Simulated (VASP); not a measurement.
# CdS (P6_3mc) in VASP: single point with PBE

Aim: the single point of CdS with PBE.

Everything below comes from runs of VASP 6.6.1. Logs are shortened: lines on timing, memory, paths and dates and some standing lists are left out, and cuts for length are marked.

### Step 1. The cell of the first run

Symmetry: P6_3mc, No. 186, hexagonal system. Conventional cell: a = 4.136 Å, b = 4.136 Å, c = 6.673 Å, α = 90.00°, β = 90.00°, γ = 120.00°. Within 3.3 Å of Cd (site symmetry 3m) lie 4 S at 2.52 to 2.53 Å. Within 3.3 Å of S (site symmetry 3m) lie 4 Cd at 2.52 to 2.53 Å.

### Step 2. Single point, PBE

File INCAR:

```
SYSTEM = CdS
PREC     = Accurate       ! precision mode
ENCUT    = 520            ! plane-wave cutoff, eV
EDIFF    = 1E-6           ! SCF threshold, eV
ISMEAR   = 0              ! smearing method
SIGMA    = 0.05           ! smearing width, eV
LREAL    = .FALSE.        ! projectors in reciprocal space
LASPH    = .TRUE.         ! aspherical terms in the spheres
NELM     = 100            ! most SCF steps
ALGO     = Normal         ! electronic algorithm
ISIF     = 2              ! what is computed and relaxed
LWAVE    = .FALSE.        ! write WAVECAR
LCHARG   = .FALSE.        ! write CHGCAR
GGA      = PE             ! functional
NBANDS   = 26             ! bands
```

File KPOINTS:

```
regular mesh
0
G
  8 8 5
  0 0 0
```

File POSCAR:

```
CdS
1.0
    4.1360000000      0.0000000000      0.0000000000
   -2.0680000000      3.5818810700      0.0000000000
    0.0000000000      0.0000000000      6.6727220000
Cd S
2 2
Direct
    0.3333333333      0.6666666667     -0.0007976372
    0.6666666667      0.3333333333      0.4992023628
    0.3333333333      0.6666666667      0.3777976372
    0.6666666667      0.3333333333      0.8777976372
```

Potentials or basis: VASP PAW PBE potentials, release 64 (Cd, S).

On the command line:

```sh
cat potpaw_PBE.64/Cd/POTCAR potpaw_PBE.64/S/POTCAR > POTCAR
mpirun -np 1 vasp_std > vasp.out
```

OUTCAR:

```text
SYSTEM = CdS
   PREC = Accurate
   ENCUT = 520
   EDIFF = 1E-6
   ISMEAR = 0
   LREAL = .FALSE.
   LASPH = .TRUE.
   NELM = 100
   ISIF = 2
   GGA = PE

 ion  position               nearest neighbor table
   1  0.333  0.667  0.999-   4 2.52   4 2.52   4 2.52   3 2.53
   2  0.667  0.333  0.499-   3 2.52   3 2.52   3 2.52   4 2.53
   3  0.333  0.667  0.378-   2 2.52   2 2.52   2 2.52   1 2.53
   4  0.667  0.333  0.878-   1 2.52   1 2.52   1 2.52   2 2.53

  LATTYP: Found a hexagonal cell.
 ALAT       =     4.1360000000
 C/A-ratio  =     1.6133273694

  Lattice vectors:

 A1 = (   4.1360000000,   0.0000000000,   0.0000000000)
 A2 = (  -2.0680000000,   3.5818810700,   0.0000000000)
 A3 = (   0.0000000000,   0.0000000000,   6.6727220000)

Analysis of symmetry for initial positions (statically):
=====================================================================
 Subroutine PRICEL returns:
 Original cell was already a primitive cell.

 Routine SETGRP: Setting up the symmetry group for a
 hexagonal supercell.

 Subroutine GETGRP returns: Found 12 space group operations
 (whereof  6 operations were pure point group operations)
 out of a pool of 24 trial point group operations.

The static configuration has the point symmetry C_3v.
 The point group associated with its full space group is C_6v.

Analysis of symmetry for dynamics (positions and initial velocities):
=====================================================================
 Subroutine PRICEL returns:
 Original cell was already a primitive cell.

 Routine SETGRP: Setting up the symmetry group for a
 hexagonal supercell.

 Subroutine GETGRP returns: Found 12 space group operations
 (whereof  6 operations were pure point group operations)
 out of a pool of 24 trial point group operations.

The dynamic configuration has the point symmetry C_3v.
 The point group associated with its full space group is C_6v.

 Subroutine INISYM returns: Found 12 space group operations
 (whereof  6 operations are pure point group operations),
 and found     1 'primitive' translations

----------------------------------------------------------------------------------------

                                     Primitive cell

  volume of cell :      98.8541

  direct lattice vectors                    reciprocal lattice vectors
     4.136000000  0.000000000  0.000000000     0.241779497  0.139591458  0.000000000
    -2.068000000  3.581881070  0.000000000     0.000000000  0.279182915  0.000000000
     0.000000000  0.000000000  6.672722000     0.000000000  0.000000000  0.149863879

  length of vectors
     4.136000000  4.136000000  6.672722000     0.279182915  0.279182915  0.149863879

  position of ions in fractional coordinates (direct lattice)
     0.333333333  0.666666667  0.999202363
     0.666666667  0.333333333  0.499202363
     0.333333333  0.666666667  0.377797637
     0.666666667  0.333333333  0.877797637

  ion indices of the primitive-cell ions
   primitive index   ion index
                 1           1
                 2           2
                 3           3
                 4           4

----------------------------------------------------------------------------------------

 KPOINTS: regular mesh

Automatic generation of k-mesh.
 Grid dimensions read from file:
 generate k-points for:    8    8    5

 Generating k-lattice:

  Cartesian coordinates                     Fractional coordinates (reciprocal lattice)
     0.030222437  0.017448932  0.000000000     0.125000000 -0.000000000  0.000000000
     0.000000000  0.034897864  0.000000000     0.000000000  0.125000000  0.000000000
     0.000000000  0.000000000  0.029972776     0.000000000  0.000000000  0.200000000

  Length of vectors
     0.034897864  0.034897864  0.029972776

  Shift w.r.t. Gamma in fractional coordinates (k-lattice)
     0.000000000  0.000000000  0.000000000

 Subroutine IBZKPT returns following result:
 ===========================================

 Found     30 irreducible k-points:

 Following reciprocal coordinates:
            Coordinates               Weight
  0.000000  0.000000  0.000000      1.000000
  0.125000 -0.000000  0.000000      6.000000
  0.250000 -0.000000  0.000000      6.000000
  0.375000  0.000000  0.000000      6.000000
  0.500000 -0.000000  0.000000      3.000000
  0.125000  0.125000  0.000000      6.000000
[... 16 lines left out ...]
  0.250000 -0.000000  0.400000     12.000000
  0.375000  0.000000  0.400000     12.000000
 [... further k-points ...]
   k-points           NKPTS =     30   k-points in BZ     NKDIM =     30   number of bands    NBANDS=     26
   number of dos      NEDOS =    301   number of ions     NIONS =      4
   total plane-waves  NPLWV =  51200
   dimension x,y,z NGX =    32 NGY =   32 NGZ =   50
   dimension x,y,z NGXF=    64 NGYF=   64 NGZF=  100
   ions per type =               2   2
   NGX,Y,Z   is equivalent  to a cutoff of  12.86, 12.86, 12.46 a.u.
   NGXF,Y,Z  is equivalent  to a cutoff of  25.72, 25.72, 24.91 a.u.
 SYSTEM =  CdS
   PREC   = accura    normal or accurate (medium, high low for compatibility)
   ISTART =      0    job   : 0-new  1-cont  2-samecut
   ICHARG =      2    charge: 1-file 2-atom 10-const
   ISPIN  =      1    spin polarized calculation?
   LNONCOLLINEAR =      F non collinear calculations
   LSORBIT =      F    spin-orbit coupling
   LASPH  =      T    aspherical Exc in radial PAW
   ENCUT  =  520.0 eV  38.22 Ry    6.18 a.u.   7.69  7.69 12.41*2*pi/ulx,y,z
   NELM   =    100;   NELMIN=  2; NELMDL= -5     # of ELM steps
   EDIFF  = 0.1E-05   stopping-criterion for ELM
   LREAL  =      F    real-space projection
   EDIFFG = 0.1E-04   stopping-criterion for IOM
   NSW    =      0    number of steps for IOM
   IBRION =     -1    ionic relax: 0-MD 1-quasi-New 2-CG
   NFREE  =      0    steps in history (QN), initial steepest desc. (CG)
   ISIF   =      2    stress and relaxation
   ISYM   =      2    0-nonsym 1-usesym 2-fastsym
   POTIM  = 0.5000    time-step for ionic-motion
   TEBEG  =    0.0;   TEEND  =   0.0 temperature during run
   PSTRESS=    0.0 pullay stress
   NELECT =      36.0000    total number of electrons
   NUPDOWN=      -1.0000    fix difference up-down
   EMIN   =  10.00;   EMAX   =-10.00  energy-range for DOS
   EFERMI =   0.00;   METHOD = LEGACY
   ISMEAR =     0;   SIGMA  =   0.05  broadening in eV -4-tet -1-fermi 0-gaus
   EFERMI_NEDOS =   21; number of points for ismear=-14 and -15
   IALGO  =     38    algorithm
   IMIX   =      4    mixing-type and parameters
     AMIX     =   0.40;   BMIX     =  1.00
     AMIX_MAG =   1.60;   BMIX_MAG =  1.00
  volume/ion in A,a.u.               =      24.71       166.78
  Fermi-wavevector in a.u.,A,eV,Ry     =   1.169080  2.209240 18.595724  1.366747
  Thomas-Fermi vector in A             =   2.305557
   LORBIT       =      0    0 simple, 1 ext, 2 COOP (PROOUT), +10 PAW based schemes
   GGA     = PE    functional components
   LHFCALC =     F    Hartree Fock is set to
   AEXX    =    0.0000 exact exchange contribution
   IVDW    =     0    specifies the selected vdW correction
   LEPSILON=     F    determine dielectric tensor
   LRPA    =     F    only Hartree local field effects (RPA)
 non-spin polarized calculation
 Gauss-broadening in eV      SIGMA  =   0.05
  energy-cutoff  :      520.00
  volume of cell :       98.85
 maximum number of plane-waves:      2707
 NGX is ok and might be reduce to    32
   NGX = 15   NGY = 15   NGZ = 25

 number of electron      36.0000000 magnetization

 Free energy of the ion-electron system (eV)
  ---------------------------------------------------
  ext. energy  EPLUGINS =         0.00000000
  ---------------------------------------------------
  free energy    TOTEN  =       -12.23784871 eV

  energy without entropy =      -12.23784871  energy(sigma->0) =      -12.23784871

 E-fermi :   1.5562     XC(G=0):  -9.1611

 val. band max:        1.3346760013   @ k =   0.0000   0.0000   0.0000
 cond. band min:       2.5871006432   @ k =   0.0000   0.0000   0.0000
 fundamental gap:      1.2524246420
 Fermi energy:         1.5561881652

 k-point     1 :       0.0000    0.0000    0.0000
  band No.  band energies     occupation
      1     -11.0520      2.00000
      2     -10.6111      2.00000
      3      -6.3700      2.00000
      4      -6.3700      2.00000
      5      -6.3695      2.00000
      6      -6.2850      2.00000
[... 18 lines left out ...]
     25       8.9127      0.00000
     26       9.1403      0.00000

 k-point     2 :       0.1250   -0.0000    0.0000
  band No.  band energies     occupation
      1     -10.9965      2.00000
      2     -10.5872      2.00000
      3      -6.3563      2.00000
      4      -6.3468      2.00000
      5      -6.3242      2.00000
      6      -6.2584      2.00000
[... 18 lines left out ...]
     25       8.9723      0.00000
     26       9.2539      0.00000

 k-point     3 :       0.2500   -0.0000    0.0000
  band No.  band energies     occupation
      1     -10.8567      2.00000
      2     -10.5343      2.00000
      3      -6.3116      2.00000
      4      -6.2978      2.00000
      5      -6.2132      2.00000
      6      -6.1735      2.00000
[... 18 lines left out ...]
     25       9.3629      0.00000
     26       9.9105      0.00000

 k-point     4 :       0.3750    0.0000    0.0000
  band No.  band energies     occupation
      1     -10.7025      2.00000
      2     -10.4950      2.00000
      3      -6.2811      2.00000
      4      -6.2627      2.00000
      5      -6.1161      2.00000
      6      -6.0955      2.00000
[... 18 lines left out ...]
     25       9.7934      0.00000
     26      10.6193      0.00000
[... 496 lines left out ...]
      1     -10.8501      2.00000
      2     -10.7227      2.00000
      3      -6.3224      2.00000
      4      -6.3199      2.00000
      5      -6.2966      2.00000
      6      -6.2909      2.00000
[... 18 lines left out ...]
     25       8.5925      0.00000
     26       8.6330      0.00000

 k-point    23 :       0.2500   -0.0000    0.4000
  band No.  band energies     occupation
      1     -10.7377      2.00000
      2     -10.6373      2.00000
      3      -6.2776      2.00000
      4      -6.2571      2.00000
      5      -6.2437      2.00000
      6      -6.2186      2.00000
[... 18 lines left out ...]
     25       8.8850      0.00000
     26       9.3891      0.00000

 k-point    24 :       0.3750    0.0000    0.4000
  band No.  band energies     occupation
      1     -10.6211      2.00000
      2     -10.5565      2.00000
      3      -6.2633      2.00000
      4      -6.2133      2.00000
      5      -6.2029      2.00000
      6      -6.1503      2.00000
[... 18 lines left out ...]
     25       9.2586      0.00000
     26      10.0888      0.00000

 [... further k-points ...]
[... 5 lines left out ...]
  --------------------------------------------------------------------------------------
  -------------------------------------------------------------------------------------
  Total        2.0704776      2.0704776      2.3194665      0.0000000      0.0000000      0.0000000
  in kB       33.5572519     33.5572519     37.5927381      0.0000000      0.0000000      0.0000000
  external PRESSURE =      34.9024140 kB  Pullay stress =       0.0000000 kB

 VOLUME and BASIS-vectors are now :
 -----------------------------------------------------------------------------
  energy-cutoff  :      520.00
  volume of cell :       98.85
      direct lattice vectors                 reciprocal lattice vectors
     4.136000000  0.000000000  0.000000000     0.241779497  0.139591458  0.000000000
    -2.068000000  3.581881070  0.000000000     0.000000000  0.279182915  0.000000000
     0.000000000  0.000000000  6.672722000     0.000000000  0.000000000  0.149863879

 POSITION                                       TOTAL-FORCE (eV/Angst)
 -----------------------------------------------------------------------------------
     -0.00000      2.38792      6.66740        -0.000000      0.000000     -0.000100
      2.06800      1.19396      3.33104         0.000000     -0.000000     -0.000100
     -0.00000      2.38792      2.52094         0.000000      0.000000      0.000100
      2.06800      1.19396      5.85730        -0.000000      0.000000      0.000100
 -----------------------------------------------------------------------------------
    total drift:                               -0.000000     -0.000000      0.000137

  FREE ENERGIE OF THE ION-ELECTRON SYSTEM (eV)
  ---------------------------------------------------
  free  energy   TOTEN  =       -12.2378487092 eV

  energy  without entropy=      -12.2378487092  energy(sigma->0) =      -12.23784871
```

Wall time 61 s (1 thread of Intel Xeon 8259CL, shared host); peak memory 0.25 GiB.

Results:

| Quantity | Value |
| --- | --- |
| Free energy | -12.2378 eV |
| Pressure | 3.5 GPa |
| Band gap on the k mesh | 1.25 eV |

Levels at points of the mesh, in eV from the valence-band top:
| k point | band 16 | band 17 | band 18 | band 19 | band 20 | band 21 |
| --- | --- | --- | --- | --- | --- | --- |
| (0.00, 0.00, 0.00) | -0.02 | 0.00 | 0.00 | 1.25 | 2.76 | 6.45 |
| (0.50, 0.00, 0.00) | -1.91 | -1.29 | -0.77 | 3.76 | 3.86 | 5.15 |

Caveat: the cell stands under pressure.
